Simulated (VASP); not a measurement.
Here is a VASP 6.6.1 calculation.

Contents of INCAR:

```
SYSTEM = W
  PREC = Accurate
  ENCUT = 520
  EDIFF = 1E-6
  ISMEAR = -1
  SIGMA = 0.05
  LREAL = .False.
  LASPH = .True.
  NELM = 60
  ALGO = Normal
  ISIF = 2
  LWAVE = .False.
  LCHARG = .True.
  GGA = PE
  LELF = .True.
  LVHAR = .True.
  NBANDS = 21
```

Contents of KPOINTS:

```
Automatic mesh
0
Gamma
  14 14 14
  0 0 0
```

File POSCAR:

```
W
1.0
    0.0000000000      2.9147145166      2.9147145166
    2.9147145166      0.0000000000      2.9147145166
    2.9147145166      2.9147145166      0.0000000000
W
2
Direct
    0.0000000000      0.0000000000      0.0000000000
    0.2500000000      0.2500000000      0.2500000000
```

Potentials or basis: VASP PAW PBE potentials, release 64 (W_sv).

Command:

```sh
$ cat potpaw_PBE.64/W_sv/POTCAR > POTCAR
$ mpirun -np 1 vasp_std > vasp.out
```

Q: Predict the pressure.

A: 0.5 GPa.

Q: Estimate the band gap on the k mesh.

A: Zero (band 14 reaches 5.79 eV, above the bottom of band 15 at 4.78 eV).

Caveat: spin-orbit coupling is left out, which moves the levels of the heavy elements.
